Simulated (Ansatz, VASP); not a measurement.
**Ba2TaC2: VASP beside Ansatz**

```
Ba Ta C
1.0
     3.62319    0.00000    0.00000
    -1.81159    3.13777    0.00000
     0.00000    0.00000   10.24214
Ba Ta C
2 1 2
Direct
  0.66667 0.33333 0.27313
  0.66667 0.33333 0.72687
  0.00000 0.00000 0.00000
  0.33333 0.66667 0.07933
  0.33333 0.66667 0.92067
```

Alike in both runs: functional PBE; k mesh 12 × 12 × 4; occupations gaussian, width 0.1 eV; no spin polarisation.

Ansatz relaxed the structure, and its values are those at the end. VASP's run is a single point on that final structure, the one shown.

|  | VASP | Ansatz |
| --- | --- | --- |
| version | VASP 6.6.1 | Ansatz 0.2.0 |
| potentials or method | VASP PAW PBE potentials, release 64 (Ba_sv, Ta_pv, C), cutoff 520 eV | scalar-relativistic, plane waves, PAW |
| valence electrons in the cell | 39 | 41 |

Ansatz gave:

```
gap on the k mesh at the Fermi level (eV) : none
pressure (GPa)                            : 0.0
rms of the force components (eV/Å)        : 0.000
```

Task: What did VASP give for the same quantities?

Result: gap on the k mesh at the Fermi level (eV): none; pressure (GPa): 1.1; rms of the force components (eV/Å): 0.068.

A gap of «none» marks a metal or a gap that the smearing closes. VASP's potentials hold 39 valence electrons a cell and Ansatz's 41, so a difference there can come from the potentials and not from the codes.

Neither program's run includes spin-orbit coupling.
